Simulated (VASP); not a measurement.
Write the native input for VASP 6.6.1 that does the following.

```yaml
Task: single point
Functional: r2SCAN
Potentials_or_basis: VASP PAW PBE potentials, release 64 (Pb_d)
Cutoff: 520 eV
k_mesh: 18 × 18 × 10
Occupations: gaussian, width 0.15 eV
Spin: no spin polarisation
Dipole_correction: no
Further_INCAR_settings: ALGO = Normal; EDIFF = 1e-06; NBANDS = 21
```

Pb:

```
Pb
1.0
     3.34080    0.00000    0.00000
    -1.67040    2.89322    0.00000
     0.00000    0.00000    5.36640
Pb
2
Direct
  0.33333 0.66667 0.25000
  0.66667 0.33333 0.75000
```

This cell differs from its parent crystal: strain -0.040 along x and y, -0.040 along z.

The input as run:

POSCAR

```
Pb
1.0
    3.3408006629      0.0000000000      0.0000000000
   -1.6704003315      2.8932182431      0.0000000000
    0.0000000000      0.0000000000      5.3664000000
Pb
2
Direct
    0.3333333333      0.6666666667      0.2500000000
    0.6666666667      0.3333333333      0.7500000000
```

INCAR.step1

```
  PREC = Accurate
  ENCUT = 520
  ISMEAR = 0
  SIGMA = 0.15
  LREAL = F
  LASPH = T
  NELM = 80
  NBANDS = 21
  GGA = PE
  ALGO = Normal
  EDIFF = 1E-4
  LWAVE = T
  LCHARG = F
```

INCAR.step2

```
  PREC = Accurate
  ENCUT = 520
  EDIFF = 1E-6
  ISMEAR = 0
  SIGMA = 0.15
  LREAL = F
  LASPH = T
  NELM = 80
  ALGO = Normal
  ISIF = 2
  LWAVE = F
  LCHARG = F
  METAGGA = R2SCAN
  LMIXTAU = T
  NBANDS = 21
  ISTART = 1
```

KPOINTS

```
regular mesh
0
Gamma
  18 18 10
```

Potentials or basis: VASP PAW PBE potentials, release 64 (Pb_d).

Run with:

```sh
$ cat potpaw_PBE.64/Pb_d/POTCAR > POTCAR
$ cp INCAR.step1 INCAR
$ mpirun -np 1 vasp_std > vasp.out
$ cp INCAR.step2 INCAR
$ mpirun -np 1 vasp_std > vasp.out
```

It gave:

```
Pressure               : 12.1 GPa
Band gap on the k mesh : zero (band 14 reaches 15.85 eV, above the bottom of band 15 at 6.59 eV)
```

Caveat: the cell differs from its parent crystal (strain -0.040 along x and y, -0.040 along z); the PAW data sets were made with another functional, which shifts forces and pressure a little; spin-orbit coupling is left out, which moves the levels of the heavy elements.

Run time: 6.4 min on 1 thread of AMD EPYC 9R45 96-Core Processor (Zen 5) (shared host), peak memory 0.29 GiB.
